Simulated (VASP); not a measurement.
A run of VASP 6.6.1 is set up as follows.

File INCAR:

```
PREC = Accurate
ENCUT = 520
EDIFF = 1E-7
ISMEAR = 0
SIGMA = 0.05
LREAL = False
LASPH = True
NELM = 80
ALGO = Normal
ISIF = 2
LWAVE = False
LCHARG = True
GGA = PE
LELF = True
LVHAR = True
NBANDS = 27
```

The input KPOINTS:

```
regular mesh
0
Gamma
  10 10 10
```

Contents of POSCAR:

```
InSe
1.0
    2.0438870791      1.1800387553      9.5907284299
   -2.0438870791      1.1800387553      9.5907284299
    0.0000000000     -2.3600775106      9.5907284299
In Se
2 2
Direct
    0.0069616424      0.0069616424      0.0069616424
    0.1052208263      0.1052208263      0.1052208263
    0.6293824481      0.6293824481      0.6293824481
    0.8161350833      0.8161350833      0.8161350833
```

Potentials or basis: VASP PAW PBE potentials, release 64 (In_d, Se).

Run with:

```bash
$ cat potpaw_PBE.64/In_d/POTCAR potpaw_PBE.64/Se/POTCAR > POTCAR
$ mpirun -np 1 vasp_std > vasp.out
```

(1) What does it give for the band gap on the k mesh?

(2) Estimate the pressure.

(3) Predict the largest force.

## Answers

(1) 0.90 eV.

(2) 0.0 GPa.

(3) 0.018 eV/Å.

Caveat: spin-orbit coupling is left out, which moves the levels of the heavy elements.

**Experimental background.**

From “The Interaction of Hydrogen with the van der Waals Crystal γ-InSe”, 2020, pmc:7321205, for a bulk crystal of InSe at 300 K: band gap 1.25 eV.

A measured gap of InSe is 1.25 eV (300 K; “The Interaction of Hydrogen with the van der Waals Crystal γ-InSe”, 2020, pmc:7321205); the calculated 0.90 eV misses it by -0.35 eV. Spin-orbit coupling on In, Se is left out. The value is that of PBE on a finite k mesh, which can miss the band edges, without temperature or zero-point motion. Semilocal functionals fall short of measured gaps as a rule.
